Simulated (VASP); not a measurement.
# BI (P4/nmm) in VASP: notebook

The runs below take BI through single point, relaxation of cell and atoms, with PBE.

All numbers are computed with VASP 6.6.1; they aren't measurements. Logs are shortened: lines on timing, memory, paths and dates and some standing lists are left out, and cuts for length are marked.

### Step 1. The cell of the first run

Symmetry: P4/nmm, No. 129, tetragonal system. Conventional cell: a = 5.229 Å, b = 5.229 Å, c = 4.584 Å, α = 90.00°, β = 90.00°, γ = 90.00°. B (site symmetry 4mm) has 4 I at 2.65 Å within 3.5 Å. Within 3.5 Å of I (site symmetry -4m2) lie 4 B at 2.65 Å.

### Step 2. Single point, PBE

File INCAR:

```
SYSTEM = BI
PREC = Accurate
ENCUT = 520
EDIFF = 1E-6
ISMEAR = 0
SIGMA = 0.02
LREAL = .FALSE.
LASPH = .TRUE.
NELM = 60
ALGO = Normal
ISIF = 2
LWAVE = .FALSE.
LCHARG = .FALSE.
GGA = PE
NBANDS = 18
```

File KPOINTS:

```
Automatic mesh
0
G
  6 6 6
  0 0 0
```

File POSCAR:

```
BI
1.0
    5.2286694206      0.0000000000      0.0000000000
    0.0000000000      5.2286694206      0.0000000000
    0.0000000000      0.0000000000      4.5837329264
B I
2 2
Direct
    0.0000000000      0.5000000000      0.0947553510
    0.5000000000      0.0000000000      0.9052446490
    0.0000000000      0.0000000000      0.0000000000
    0.5000000000      0.5000000000      0.0000000000
```

Potentials or basis: VASP PAW PBE potentials, release 64 (B, I).

The run is started by

```sh
cat potpaw_PBE.64/B/POTCAR potpaw_PBE.64/I/POTCAR > POTCAR
mpirun -np 1 vasp_std > vasp.out
```

OUTCAR:

```text
SYSTEM = BI
   PREC = Accurate
   ENCUT = 520
   EDIFF = 1E-6
   ISMEAR = 0
   LREAL = .FALSE.
   LASPH = .TRUE.
   NELM = 60
   ISIF = 2
   GGA = PE

 ion  position               nearest neighbor table
   1  0.000  0.500  0.095-   3 2.65   4 2.65   3 2.65   4 2.65
   2  0.500  0.000  0.905-   3 2.65   4 2.65   4 2.65   3 2.65
   3  0.000  0.000  0.000-   1 2.65   2 2.65   1 2.65   2 2.65
   4  0.500  0.500  0.000-   1 2.65   2 2.65   2 2.65   1 2.65

  LATTYP: Found a simple tetragonal cell.
 ALAT       =     5.2286694206
 C/A-ratio  =     0.8766538019

  Lattice vectors:

 A1 = (   5.2286694206,   0.0000000000,   0.0000000000)
 A2 = (   0.0000000000,   5.2286694206,   0.0000000000)
 A3 = (   0.0000000000,   0.0000000000,   4.5837329264)

Analysis of symmetry for initial positions (statically):
=====================================================================
 Subroutine PRICEL returns:
 Original cell was already a primitive cell.

 Routine SETGRP: Setting up the symmetry group for a
 simple tetragonal supercell.

 Subroutine GETGRP returns: Found 16 space group operations
 (whereof  8 operations were pure point group operations)
 out of a pool of 16 trial point group operations.

The static configuration has the point symmetry D_2d.
 The point group associated with its full space group is D_4h.

Analysis of symmetry for dynamics (positions and initial velocities):
=====================================================================
 Subroutine PRICEL returns:
 Original cell was already a primitive cell.

 Routine SETGRP: Setting up the symmetry group for a
 simple tetragonal supercell.

 Subroutine GETGRP returns: Found 16 space group operations
 (whereof  8 operations were pure point group operations)
 out of a pool of 16 trial point group operations.

The dynamic configuration has the point symmetry D_2d.
 The point group associated with its full space group is D_4h.

 Subroutine INISYM returns: Found 16 space group operations
 (whereof  8 operations are pure point group operations),
 and found     1 'primitive' translations

----------------------------------------------------------------------------------------

                                     Primitive cell

  volume of cell :     125.3146

  direct lattice vectors                    reciprocal lattice vectors
     5.228669421  0.000000000  0.000000000     0.191253246  0.000000000  0.000000000
     0.000000000  5.228669421  0.000000000     0.000000000  0.191253246  0.000000000
     0.000000000  0.000000000  4.583732926     0.000000000  0.000000000  0.218162798

  length of vectors
     5.228669421  5.228669421  4.583732926     0.191253246  0.191253246  0.218162798

  position of ions in fractional coordinates (direct lattice)
     0.000000000  0.500000000  0.094755351
     0.500000000  0.000000000  0.905244649
     0.000000000  0.000000000  0.000000000
     0.500000000  0.500000000  0.000000000

  ion indices of the primitive-cell ions
   primitive index   ion index
                 1           1
                 2           2
                 3           3
                 4           4

----------------------------------------------------------------------------------------

 KPOINTS: Automatic mesh

Automatic generation of k-mesh.
 Grid dimensions read from file:
 generate k-points for:    6    6    6

 Generating k-lattice:

  Cartesian coordinates                     Fractional coordinates (reciprocal lattice)
     0.031875541  0.000000000  0.000000000     0.166666667  0.000000000  0.000000000
     0.000000000  0.031875541  0.000000000     0.000000000  0.166666667  0.000000000
     0.000000000  0.000000000  0.036360466     0.000000000  0.000000000  0.166666667

  Length of vectors
     0.031875541  0.031875541  0.036360466

  Shift w.r.t. Gamma in fractional coordinates (k-lattice)
     0.000000000  0.000000000  0.000000000

 Subroutine IBZKPT returns following result:
 ===========================================

 Found     40 irreducible k-points:

 Following reciprocal coordinates:
            Coordinates               Weight
  0.000000  0.000000  0.000000      1.000000
  0.166667  0.000000  0.000000      4.000000
  0.333333  0.000000  0.000000      4.000000
  0.500000  0.000000  0.000000      2.000000
  0.166667  0.166667  0.000000      4.000000
  0.333333  0.166667  0.000000      8.000000
[... 16 lines left out ...]
  0.333333  0.000000  0.333333      8.000000
  0.500000  0.000000  0.333333      4.000000
 [... further k-points ...]
   k-points           NKPTS =     40   k-points in BZ     NKDIM =     40   number of bands    NBANDS=     18
   number of dos      NEDOS =    301   number of ions     NIONS =      4
   total plane-waves  NPLWV =  57600
   dimension x,y,z NGX =    40 NGY =   40 NGZ =   36
   dimension x,y,z NGXF=    80 NGYF=   80 NGZF=   72
   ions per type =               2   2
   NGX,Y,Z   is equivalent  to a cutoff of  12.72, 12.72, 13.06 a.u.
   NGXF,Y,Z  is equivalent  to a cutoff of  25.44, 25.44, 26.11 a.u.
 SYSTEM =  BI
   PREC   = accura    normal or accurate (medium, high low for compatibility)
   ISTART =      0    job   : 0-new  1-cont  2-samecut
   ICHARG =      2    charge: 1-file 2-atom 10-const
   ISPIN  =      1    spin polarized calculation?
   LNONCOLLINEAR =      F non collinear calculations
   LSORBIT =      F    spin-orbit coupling
   LASPH  =      T    aspherical Exc in radial PAW
   ENCUT  =  520.0 eV  38.22 Ry    6.18 a.u.   9.72  9.72  8.52*2*pi/ulx,y,z
   NELM   =     60;   NELMIN=  2; NELMDL= -5     # of ELM steps
   EDIFF  = 0.1E-05   stopping-criterion for ELM
   LREAL  =      F    real-space projection
   EDIFFG = 0.1E-04   stopping-criterion for IOM
   NSW    =      0    number of steps for IOM
   IBRION =     -1    ionic relax: 0-MD 1-quasi-New 2-CG
   NFREE  =      0    steps in history (QN), initial steepest desc. (CG)
   ISIF   =      2    stress and relaxation
   ISYM   =      2    0-nonsym 1-usesym 2-fastsym
   POTIM  = 0.5000    time-step for ionic-motion
   TEBEG  =    0.0;   TEEND  =   0.0 temperature during run
   PSTRESS=    0.0 pullay stress
   NELECT =      20.0000    total number of electrons
   NUPDOWN=      -1.0000    fix difference up-down
   EMIN   =  10.00;   EMAX   =-10.00  energy-range for DOS
   EFERMI =   0.00;   METHOD = LEGACY
   ISMEAR =     0;   SIGMA  =   0.02  broadening in eV -4-tet -1-fermi 0-gaus
   EFERMI_NEDOS =   21; number of points for ismear=-14 and -15
   IALGO  =     38    algorithm
   IMIX   =      4    mixing-type and parameters
     AMIX     =   0.40;   BMIX     =  1.00
     AMIX_MAG =   1.60;   BMIX_MAG =  1.00
  volume/ion in A,a.u.               =      31.33       211.42
  Fermi-wavevector in a.u.,A,eV,Ry     =   0.888009  1.678095 10.729022  0.788561
  Thomas-Fermi vector in A             =   2.009383
   LORBIT       =      0    0 simple, 1 ext, 2 COOP (PROOUT), +10 PAW based schemes
   GGA     = PE    functional components
   LHFCALC =     F    Hartree Fock is set to
   AEXX    =    0.0000 exact exchange contribution
   IVDW    =     0    specifies the selected vdW correction
   LEPSILON=     F    determine dielectric tensor
   LRPA    =     F    only Hartree local field effects (RPA)
 non-spin polarized calculation
 Gauss-broadening in eV      SIGMA  =   0.02
  energy-cutoff  :      520.00
  volume of cell :      125.31
 maximum number of plane-waves:      3398
 NGX is ok and might be reduce to    40
   NGX = 19   NGY = 19   NGZ = 17

 number of electron      20.0000001 magnetization

 Free energy of the ion-electron system (eV)
  ---------------------------------------------------
  ext. energy  EPLUGINS =         0.00000000
  ---------------------------------------------------
  free energy    TOTEN  =        -9.37991647 eV

  energy without entropy =       -9.37991647  energy(sigma->0) =       -9.37991647

 E-fermi :   2.7957     XC(G=0):  -7.7193

 val. band max:        2.7068481571   @ k =   0.5000   0.5000   0.0000
 cond. band min:       2.9005258022   @ k =   0.3333   0.3333   0.5000
 fundamental gap:      0.1936776451
 Fermi energy:         2.7956685745

 k-point     1 :       0.0000    0.0000    0.0000
  band No.  band energies     occupation
      1     -11.6679      2.00000
      2     -10.1188      2.00000
      3      -3.1655      2.00000
      4      -3.1655      2.00000
      5      -2.9069      2.00000
      6      -0.9094      2.00000
[... 10 lines left out ...]
     17       8.6860      0.00000
     18       8.6860      0.00000

 k-point     2 :       0.1667    0.0000    0.0000
  band No.  band energies     occupation
      1     -11.5787      2.00000
      2     -10.2365      2.00000
      3      -3.8108      2.00000
      4      -3.0397      2.00000
      5      -2.0658      2.00000
      6      -1.8631      2.00000
[... 10 lines left out ...]
     17       8.2287      0.00000
     18       8.5024      0.00000

 k-point     3 :       0.3333    0.0000    0.0000
  band No.  band energies     occupation
      1     -11.3249      2.00000
      2     -10.5499      2.00000
      3      -4.0502      2.00000
      4      -3.1037      2.00000
      5      -2.6728      2.00000
      6      -1.4112      2.00000
[... 10 lines left out ...]
     17       8.0503      0.00000
     18       8.2656      0.00000

 k-point     4 :       0.5000    0.0000    0.0000
  band No.  band energies     occupation
      1     -10.9530      2.00000
      2     -10.9530      2.00000
      3      -3.7898      2.00000
      4      -3.7898      2.00000
      5      -2.1017      2.00000
      6      -2.1017      2.00000
[... 375 lines left out ...]
      4      -2.9689      2.00000
      5      -2.1001      2.00000
      6      -1.9812      2.00000
[... 10 lines left out ...]
     17       8.2928      0.00000
     18       8.6970      0.00000

 k-point    23 :       0.3333    0.0000    0.3333
  band No.  band energies     occupation
      1     -11.2696      2.00000
      2     -10.5007      2.00000
      3      -3.9852      2.00000
      4      -3.0353      2.00000
      5      -2.6041      2.00000
      6      -1.3656      2.00000
[... 10 lines left out ...]
     17       8.8961      0.00000
     18       9.3645      0.00000

 k-point    24 :       0.5000    0.0000    0.3333
  band No.  band energies     occupation
      1     -10.9005      2.00000
      2     -10.9005      2.00000
      3      -3.7210      2.00000
      4      -3.7210      2.00000
      5      -2.0372      2.00000
      6      -2.0372      2.00000
[... 10 lines left out ...]
     17       9.4831      0.00000
     18       9.4831      0.00000

 [... further k-points ...]

------------------------ aborting loop because EDIFF is reached ----------------------------------------

  FORCE on cell =-STRESS in cart. coord.  units (eV):
  Direction    XX          YY          ZZ          XY          YZ          ZX
  --------------------------------------------------------------------------------------
  -------------------------------------------------------------------------------------
  Total       -0.0519538     -0.0519538     -0.0077505      0.0000000      0.0000000      0.0000000
  in kB       -0.6642421     -0.6642421     -0.0990915      0.0000000      0.0000000      0.0000000
  external PRESSURE =      -0.4758586 kB  Pullay stress =       0.0000000 kB

 VOLUME and BASIS-vectors are now :
 -----------------------------------------------------------------------------
  energy-cutoff  :      520.00
  volume of cell :      125.31
      direct lattice vectors                 reciprocal lattice vectors
     5.228669421  0.000000000  0.000000000     0.191253246  0.000000000  0.000000000
     0.000000000  5.228669421  0.000000000     0.000000000  0.191253246  0.000000000
     0.000000000  0.000000000  4.583732926     0.000000000  0.000000000  0.218162798

 POSITION                                       TOTAL-FORCE (eV/Angst)
 -----------------------------------------------------------------------------------
      0.00000      2.61433      0.43433        -0.000000      0.000000     -0.002402
      2.61433      0.00000      4.14940         0.000000      0.000000      0.002402
      0.00000      0.00000      0.00000        -0.000000      0.000000      0.000000
      2.61433      2.61433      0.00000         0.000000     -0.000000      0.000000
 -----------------------------------------------------------------------------------
    total drift:                                0.000000      0.000000     -0.000000

  FREE ENERGIE OF THE ION-ELECTRON SYSTEM (eV)
  ---------------------------------------------------
  free  energy   TOTEN  =        -9.3799164664 eV

  energy  without entropy=       -9.3799164664  energy(sigma->0) =       -9.37991647
```

It took 56 s on 1 thread of Intel Xeon Platinum 8259CL at 2.50GHz (Skylake/Cascade Lake), shared host; peak memory 0.27 GiB.

Results:

| Property | Result |
| --- | --- |
| Free energy | -9.3799 eV |
| Pressure | 0.0 GPa |
| Band gap on the k mesh | 0.19 eV, indirect (least direct gap 0.84 eV) |

Forces in eV/Å, atoms in the order of the input:
```
B    0.000  0.000 -0.002
B    0.000  0.000  0.002
I    0.000  0.000  0.000
I    0.000  0.000  0.000
```

Caveat: spin-orbit coupling is left out, which moves the levels of the heavy elements; this functional lacks dispersion, which binds the layers, so the pressure and a relaxed spacing across them are unreliable. A k mesh can miss the band edges.

### Step 3. Relaxation of cell and atoms, PBE

This run uses another cell than the first one, of 30.72 Å³/atom, 0.980 times its volume.

File INCAR:

```
SYSTEM = BI
  PREC = Accurate
  ENCUT = 600
  EDIFF = 1E-6
  ISMEAR = 0
  SIGMA = 0.02
  LREAL = .False.
  LASPH = .True.
  NELM = 100
  ALGO = Normal
  ISIF = 3
  LWAVE = .False.
  LCHARG = .False.
  GGA = PE
  IBRION = 2
  NSW = 100
  EDIFFG = -0.01
```

File KPOINTS:

```
regular mesh
0
Gamma
  6 6 6
  0 0 0
```

File POSCAR:

```
BI
1.0
    5.1727556835      0.0000000000      0.0000000000
    0.0000000000      5.1727556835      0.0000000000
    0.0000000000      0.0000000000      4.5917785100
B I
2 2
Direct
    0.0000000000      0.5000000000      0.1602175109
    0.5000000000      0.0000000000      0.8397824891
    0.0000000000      0.0000000000      0.0000000000
    0.5000000000      0.5000000000      0.0000000000
```

Potentials or basis: VASP PAW PBE potentials, release 64 (B, I).

The run is started by

```sh
cat potpaw_PBE.64/B/POTCAR potpaw_PBE.64/I/POTCAR > POTCAR
mpirun -np 1 vasp_std > vasp.out
```

Run time: 14 min. Hardware: 1 thread of Intel Xeon Platinum 8259CL at 2.50GHz (Skylake/Cascade Lake), shared host; peak memory 0.31 GiB.

Results (log left out):

- Free energy: -9.3793 eV
- Relaxed volume: 29.25 Å³/atom
- Relaxed cell: a = 5.212 Å, b = 5.212 Å, c = 4.308 Å, α = 90.00°, β = 90.00°, γ = 90.00°
- Space group after relaxing (to 0.05 Å): P4/nmm (No. 129)
- Energy gained by relaxing: 7.0 meV/atom
- Ionic steps: 22
- Pressure after relaxing: 0.0 GPa
- Largest force after relaxing: 0.009 eV/Å
- Band gap on the k mesh: zero (band 10 reaches 3.52 eV, above the bottom of band 11 at 3.33 eV)

Forces on the atoms (eV/Å):
```
B    0.000  0.000  0.009
B    0.000  0.000 -0.009
I    0.000  0.000  0.000
I    0.000  0.000  0.000
```

Step by step:
| step | energy change (eV) | largest force (eV/Å) | pressure (GPa) | volume (Å³) |
| --- | --- | --- | --- | --- |
| 1 | 0.0000 | 0.1145 | -0.25 | 122.86 |
| 2 | -0.0022 | 0.1026 | -0.13 | 122.02 |
| 3 | -0.0041 | 0.0772 | 0.15 | 120.17 |
| 4 | -0.0062 | 0.0732 | 0.14 | 120.02 |
| 5 | -0.0114 | 0.0638 | 0.10 | 119.55 |
| 6 | -0.0182 | 0.0519 | 0.01 | 118.59 |
| 7 | -0.0186 | 0.0495 | -0.36 | 116.52 |
| 8 | -0.0200 | 0.0430 | -0.14 | 117.37 |
| 9 | -0.0225 | 0.0429 | -0.07 | 116.14 |
| 10 | -0.0233 | 0.0095 | 0.32 | 112.50 |
| 11 | -0.0243 | 0.0221 | 0.23 | 113.85 |
| 12 | -0.0244 | 0.0257 | 0.17 | 114.27 |
| 13 | -0.0258 | 0.0199 | 0.12 | 114.42 |
| 14 | -0.0269 | 0.0066 | 0.02 | 114.68 |
| 15 | -0.0274 | 0.0006 | 0.07 | 114.93 |
| 16 | -0.0275 | 0.0060 | 0.11 | 115.18 |
| 17 | -0.0279 | 0.0092 | 0.05 | 116.20 |
| 18 | -0.0279 | 0.0116 | 0.00 | 116.88 |
| 19 | -0.0279 | 0.0117 | 0.00 | 116.79 |
| 20 | -0.0279 | 0.0106 | 0.02 | 116.50 |
| 21 | -0.0280 | 0.0100 | 0.03 | 116.62 |
| 22 | -0.0282 | 0.0088 | 0.05 | 116.99 |

Final structure:
```cif
data_structure
_symmetry_space_group_name_H-M 'P 1'
_symmetry_Int_Tables_number 1
_cell_length_a 5.2115
_cell_length_b 5.2115
_cell_length_c 4.3075
_cell_angle_alpha 90.000
_cell_angle_beta 90.000
_cell_angle_gamma 90.000
_cell_volume 116.99
loop_
_atom_site_label
_atom_site_type_symbol
_atom_site_fract_x
_atom_site_fract_y
_atom_site_fract_z
_atom_site_occupancy
B1 B 0.00000 0.50000 0.08399 1
B2 B 0.50000 0.00000 0.91601 1
I1 I 0.00000 0.00000 0.00000 1
I2 I 0.50000 0.50000 0.00000 1
```

Levels at points of the mesh, in eV from the Fermi level:
```tsv
k point	band 7	band 8	band 9	band 10	band 11	band 12	band 13	band 14
(0.00, 0.00, 0.00)	-3.41	-3.41	-3.21	-1.78	0.99	2.50	3.90	4.20
(0.50, 0.00, 0.00)	-2.71	-2.71	-0.56	-0.56	1.20	1.20	2.34	2.34
(0.50, 0.50, 0.00)	-1.65	-1.65	0.19	0.19	0.75	0.75	1.18	1.18
(0.00, 0.00, 0.50)	-3.50	-3.31	-3.31	-2.89	0.49	1.90	3.28	3.28
(0.50, 0.00, 0.50)	-3.98	-3.98	-0.52	-0.52	0.46	0.46	2.35	2.35
(0.50, 0.50, 0.50)	-1.55	-1.55	-0.93	-0.93	0.80	0.80	1.31	1.31
```

Caveat: spin-orbit coupling is left out, which moves the levels of the heavy elements; this functional lacks dispersion, which binds the layers, so the pressure and a relaxed spacing across them are unreliable.
